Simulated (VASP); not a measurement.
# C (Fd-3m) in VASP: settings compared, part 2 of 3

VASP 6.6.1.

### Step 3. Single point, PBEsol+D4

This run uses another cell than the first one, of 5.57 Å³/atom, 0.982 times its volume.

File INCAR:

```
ALGO = Normal
EDIFF = 1E-6
ENCUT = 520
GGA = PS
ISIF = 2
ISMEAR = -5
IVDW = 13
LASPH = True
LCHARG = True
LELF = True
LREAL = False
LVHAR = True
LWAVE = False
NBANDS = 11
NELM = 60
PREC = Accurate
SIGMA = 0.05
```

File KPOINTS:

```
k-points
0
Gamma
  13 13 13
```

File POSCAR:

```
C
1.0
    0.0000000000      1.7729022486      1.7729022486
    1.7729022486      0.0000000000      1.7729022486
    1.7729022486      1.7729022486      0.0000000000
C
2
Direct
    0.2500000000      0.2500000000      0.2500000000
    0.0000000000      0.0000000000      0.0000000000
```

Potentials or basis: VASP PAW PBE potentials, release 64 (C).

Run with:

```sh
$ cat potpaw_PBE.64/C/POTCAR > POTCAR
$ mpirun -np 1 vasp_std > vasp.out
```

OUTCAR:

```text
EDIFF = 1E-6
   ENCUT = 520
   GGA = PS
   ISIF = 2
   ISMEAR = -5
   IVDW = 13
   LASPH = True
   LREAL = False
   NELM = 60
   PREC = Accurate

 ion  position               nearest neighbor table
   1  0.250  0.250  0.250-   2 1.54   2 1.54   2 1.54   2 1.54
   2  0.000  0.000  0.000-   1 1.54   1 1.54   1 1.54   1 1.54

  LATTYP: Found a face centered cubic cell.
 ALAT       =     3.5458044972

  Lattice vectors:

 A1 = (   0.0000000000,   1.7729022486,   1.7729022486)
 A2 = (   1.7729022486,   0.0000000000,   1.7729022486)
 A3 = (   1.7729022486,   1.7729022486,   0.0000000000)

Analysis of symmetry for initial positions (statically):
=====================================================================
 Subroutine PRICEL returns:
 Original cell was already a primitive cell.

 Routine SETGRP: Setting up the symmetry group for a
 face centered cubic supercell.

 Subroutine GETGRP returns: Found 48 space group operations
 (whereof 24 operations were pure point group operations)
 out of a pool of 48 trial point group operations.

The static configuration has the point symmetry T_d .
 The point group associated with its full space group is O_h .

Analysis of symmetry for dynamics (positions and initial velocities):
=====================================================================
 Subroutine PRICEL returns:
 Original cell was already a primitive cell.

 Routine SETGRP: Setting up the symmetry group for a
 face centered cubic supercell.

 Subroutine GETGRP returns: Found 48 space group operations
 (whereof 24 operations were pure point group operations)
 out of a pool of 48 trial point group operations.

The dynamic configuration has the point symmetry T_d .
 The point group associated with its full space group is O_h .

 Subroutine INISYM returns: Found 48 space group operations
 (whereof 24 operations are pure point group operations),
 and found     1 'primitive' translations

----------------------------------------------------------------------------------------

                                     Primitive cell

  volume of cell :      11.1451

  direct lattice vectors                    reciprocal lattice vectors
     0.000000000  1.772902249  1.772902249    -0.282023445  0.282023445  0.282023445
     1.772902249  0.000000000  1.772902249     0.282023445 -0.282023445  0.282023445
     1.772902249  1.772902249  0.000000000     0.282023445  0.282023445 -0.282023445

  length of vectors
     2.507262405  2.507262405  2.507262405     0.488478936  0.488478936  0.488478936

  position of ions in fractional coordinates (direct lattice)
     0.250000000  0.250000000  0.250000000
     0.000000000  0.000000000  0.000000000

  ion indices of the primitive-cell ions
   primitive index   ion index
                 1           1
                 2           2

----------------------------------------------------------------------------------------

 KPOINTS: k-points

Automatic generation of k-mesh.
 Grid dimensions read from file:
 generate k-points for:   13   13   13

 Generating k-lattice:

[... 42 lines left out ...]
  0.384615  0.153846  0.000000     24.000000
  0.461538  0.153846  0.000000     24.000000
 [... further k-points ...]
   k-points           NKPTS =     84   k-points in BZ     NKDIM =     84   number of bands    NBANDS=     11
   number of dos      NEDOS =    301   number of ions     NIONS =      2
   total plane-waves  NPLWV =   8000
   dimension x,y,z NGX =    20 NGY =   20 NGZ =   20
   dimension x,y,z NGXF=    40 NGYF=   40 NGZF=   40
   ions per type =               2
   NGX,Y,Z   is equivalent  to a cutoff of  13.26, 13.26, 13.26 a.u.
   NGXF,Y,Z  is equivalent  to a cutoff of  26.52, 26.52, 26.52 a.u.
 SYSTEM =  unknown system
   PREC   = accura    normal or accurate (medium, high low for compatibility)
   ISTART =      0    job   : 0-new  1-cont  2-samecut
   ICHARG =      2    charge: 1-file 2-atom 10-const
   ISPIN  =      1    spin polarized calculation?
   LNONCOLLINEAR =      F non collinear calculations
   LSORBIT =      F    spin-orbit coupling
   LASPH  =      T    aspherical Exc in radial PAW
   ENCUT  =  520.0 eV  38.22 Ry    6.18 a.u.   4.66  4.66  4.66*2*pi/ulx,y,z
   NELM   =     60;   NELMIN=  2; NELMDL= -5     # of ELM steps
   EDIFF  = 0.1E-05   stopping-criterion for ELM
   LREAL  =      F    real-space projection
   EDIFFG = 0.1E-04   stopping-criterion for IOM
   NSW    =      0    number of steps for IOM
   IBRION =     -1    ionic relax: 0-MD 1-quasi-New 2-CG
   NFREE  =      0    steps in history (QN), initial steepest desc. (CG)
   ISIF   =      2    stress and relaxation
   ISYM   =      2    0-nonsym 1-usesym 2-fastsym
   POTIM  = 0.5000    time-step for ionic-motion
   TEBEG  =    0.0;   TEEND  =   0.0 temperature during run
   PSTRESS=    0.0 pullay stress
   NELECT =       8.0000    total number of electrons
   NUPDOWN=      -1.0000    fix difference up-down
   EMIN   =  10.00;   EMAX   =-10.00  energy-range for DOS
   EFERMI =   0.00;   METHOD = LEGACY
   ISMEAR =    -5;   SIGMA  =   0.05  broadening in eV -4-tet -1-fermi 0-gaus
   EFERMI_NEDOS =   21; number of points for ismear=-14 and -15
   IALGO  =     38    algorithm
   IMIX   =      4    mixing-type and parameters
     AMIX     =   0.40;   BMIX     =  1.00
     AMIX_MAG =   1.60;   BMIX_MAG =  1.00
  volume/ion in A,a.u.               =       5.57        37.61
  Fermi-wavevector in a.u.,A,eV,Ry     =   1.465807  2.769973 29.233332  2.148589
  Thomas-Fermi vector in A             =   2.581620
   LORBIT       =      0    0 simple, 1 ext, 2 COOP (PROOUT), +10 PAW based schemes
   GGA     = PS    functional components
   LHFCALC =     F    Hartree Fock is set to
   AEXX    =    0.0000 exact exchange contribution
   IVDW    =    13    specifies the selected vdW correction
   LEPSILON=     F    determine dielectric tensor
   LRPA    =     F    only Hartree local field effects (RPA)
 non-spin polarized calculation
 Fermi weights with tetrahedron method with Bloechl corrections
  energy-cutoff  :      520.00
  volume of cell :       11.15
 maximum number of plane-waves:       310
   NGX =  9   NGY =  9   NGZ =  9

 number of electron       7.9999999 magnetization

 Free energy of the ion-electron system (eV)
  ---------------------------------------------------
  ext. energy  EPLUGINS =         0.00000000
  ---------------------------------------------------
  free energy    TOTEN  =       -19.24836222 eV

  energy without entropy =      -19.24836222  energy(sigma->0) =      -19.24836222

 E-fermi :  10.0390     XC(G=0): -13.5203

 val. band max:        9.9665630302   @ k =   0.0000   0.0000   0.0000
 cond. band min:      14.0173321850   @ k =   0.3846   0.3846   0.0000
 fundamental gap:      4.0507691548
 Fermi energy:        10.0389763526

 k-point     1 :       0.0000    0.0000    0.0000
  band No.  band energies     occupation
      1     -11.7943      2.00000
      2       9.9666      2.00000
      3       9.9666      2.00000
      4       9.9666      2.00000
      5      15.5543      0.00000
      6      15.5543      0.00000
      7      15.5543      0.00000
      8      23.7399      0.00000
      9      29.1530      0.00000
     10      36.6305      0.00000
     11      36.6305      0.00000
[... 309 lines left out ...]
 k-point    24 :       0.4615    0.1538    0.0000
  band No.  band energies     occupation
      1      -6.6868      2.00000
      2      -1.4680      2.00000
      3       5.4609      2.00000
      4       5.9730      2.00000
      5      17.0101      0.00000
      6      20.6160      0.00000
      7      21.0616      0.00000
      8      23.9214      0.00000
      9      30.5610      0.00000
     10      33.4519      0.00000
     11      37.1285      0.00000

 [... further k-points ...]

------------------------ aborting loop because EDIFF is reached ----------------------------------------

  DFT-D4 for vdW energy calculation

  Edisp (eV):   -0.24159

  FORCE on cell =-STRESS in cart. coord.  units (eV):
  Direction    XX          YY          ZZ          XY          YZ          ZX
  --------------------------------------------------------------------------------------
  -------------------------------------------------------------------------------------
  Total       0.07640     0.07640     0.07640     0.00000     0.00000    -0.00000
  in kB      10.98238    10.98238    10.98238     0.00000     0.00000    -0.00000
  external pressure =       10.98 kB  Pullay stress =        0.00 kB

 VOLUME and BASIS-vectors are now :
 -----------------------------------------------------------------------------
  energy-cutoff  :      520.00
  volume of cell :       11.15
      direct lattice vectors                 reciprocal lattice vectors
     0.000000000  1.772902249  1.772902249    -0.282023445  0.282023445  0.282023445
     1.772902249  0.000000000  1.772902249     0.282023445 -0.282023445  0.282023445
     1.772902249  1.772902249  0.000000000     0.282023445  0.282023445 -0.282023445

 POSITION                                       TOTAL-FORCE (eV/Angst)
 -----------------------------------------------------------------------------------
      0.88645      0.88645      0.88645        -0.000000     -0.000000      0.000000
      0.00000      0.00000      0.00000         0.000000      0.000000     -0.000000
 -----------------------------------------------------------------------------------
    total drift:                                0.000000      0.000000      0.000000

  FREE ENERGIE OF THE ION-ELECTRON SYSTEM (eV)
  ---------------------------------------------------
  free  energy   TOTEN  =       -19.4899556475 eV

  energy  without entropy=      -19.4899556475  energy(sigma->0) =      -19.48995565
```

OSZICAR:

```text
N       E                     dE             d eps       ncg     rms          rms(c)
DAV:   1    -0.886213846579E+00   -0.88621E+00   -0.48942E+03  1912   0.725E+02
DAV:   2    -0.195848410778E+02   -0.18699E+02   -0.18171E+02  2449   0.123E+02
DAV:   3    -0.199459825983E+02   -0.36114E+00   -0.35981E+00  2145   0.128E+01
DAV:   4    -0.199465856628E+02   -0.60306E-03   -0.60305E-03  2021   0.645E-01
DAV:   5    -0.199465862809E+02   -0.61816E-06   -0.61815E-06  2136   0.201E-02    0.572E+00
DAV:   6    -0.194281206294E+02    0.51847E+00   -0.26662E-01  1893   0.359E+00    0.338E+00
DAV:   7    -0.192477506451E+02    0.18037E+00   -0.31927E-01  2016   0.396E+00    0.716E-01
DAV:   8    -0.192483364892E+02   -0.58584E-03   -0.76739E-03  1932   0.691E-01    0.295E-02
DAV:   9    -0.192483540876E+02   -0.17598E-04   -0.14597E-05  2247   0.346E-02    0.217E-02
DAV:  10    -0.192483623679E+02   -0.82803E-05   -0.34464E-06  1998   0.163E-02    0.447E-03
DAV:  11    -0.192483622196E+02    0.14836E-06   -0.89144E-08  1109   0.262E-03
   1 F= -.19489956E+02 E0= -.19489956E+02  d E =0.000000E+00
```

It used 9 s of CPU time on 1 thread of Intel Xeon 6975P-C (shared host).

Results:

- Free energy: -19.4900 eV
- Pressure: 1.1 GPa
- Band gap on the k mesh: 4.05 eV, indirect (least direct gap 5.59 eV)
- Dispersion energy per atom: -0.121 eV

Caveat: the PAW data sets were made with another functional, which shifts forces and pressure a little.

(Part 2 of 3 ends here.)
